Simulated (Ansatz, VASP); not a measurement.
# Two plane-wave programs on C

The input INCAR:

```
PREC = Accurate
ENCUT = 520
EDIFF = 1E-7
ISMEAR = 0
SIGMA = 0.05
LREAL = False
LASPH = True
NELM = 60
ALGO = Normal
ISIF = 2
LWAVE = False
LCHARG = False
GGA = PE
NBANDS = 16
```

KPOINTS

```
regular mesh
0
Gamma
  12 12 10
```

The input POSCAR:

```
C
1.0
    0.0000000000     -1.7834000000     -1.7834000000
   -1.7834000000      0.0000000000     -1.7834000000
    1.7834000000      1.7834000000     -3.5668000000
C
4
Direct
    0.7378599108      0.7378599108      0.7540466964
    0.2378599108      0.2378599108      0.2540466964
    0.3871400892      0.3871400892      0.8709533036
    0.8871400892      0.8871400892      0.3709533036
```

Input for Ansatz:

```yaml
crystal:
  lattice:
    - [0.0, -1.7834, -1.7834]
    - [-1.7834, 0.0, -1.7834]
    - [1.7834, 1.7834, -3.5668]
  atoms:
    - { symbol: C, position: [0.7378599108, 0.7378599108, 0.7540466964] }
    - { symbol: C, position: [0.2378599108, 0.2378599108, 0.2540466964] }
    - { symbol: C, position: [0.3871400892, 0.3871400892, 0.8709533036] }
    - { symbol: C, position: [0.8871400892, 0.8871400892, 0.3709533036] }
basis:
  ecutwfc: 420
kpoints:
  mp_grid: { grid: [12, 12, 10] }
hamiltonian:
  xc: pbe
scf:
  occupations: { method: gaussian, width: 0.05 }
output:
  forces: true
  stress: true
  eigenvalues: true
```

Change from the starting cell: mode 10 (1294.7 1/cm) frozen in, largest displacement -0.050 Å.

Alike in both runs: task single point; functional PBE; k mesh 12 × 12 × 10; occupations gaussian, width 0.05 eV; no spin polarisation.

```csv
,VASP,Ansatz
version,VASP 6.6.1,Ansatz 0.2.0
potentials or method,"VASP PAW PBE potentials, release 64 (C), cutoff 520 eV","scalar-relativistic, plane waves, PAW"
valence electrons in the cell,16,16
```

VASP gave:

```
gap on the k mesh at the Fermi level (eV)                     : 3.05
least direct gap on the mesh (eV)                             : 3.79
pressure (GPa)                                                : 6.5
traceless stress, the component that is largest in VASP (GPa) : 5.06
rms of the force components (eV/Å)                            : 2.547
```

What did Ansatz give for the same quantities?

gap on the k mesh at the Fermi level (eV): 3.06; least direct gap on the mesh (eV): 3.79; pressure (GPa): 5.9; traceless stress, the component that is largest in VASP (GPa): 4.85; rms of the force components (eV/Å): 2.535.

Atom by atom the forces differ by 0.012 eV/Å (rms over components).
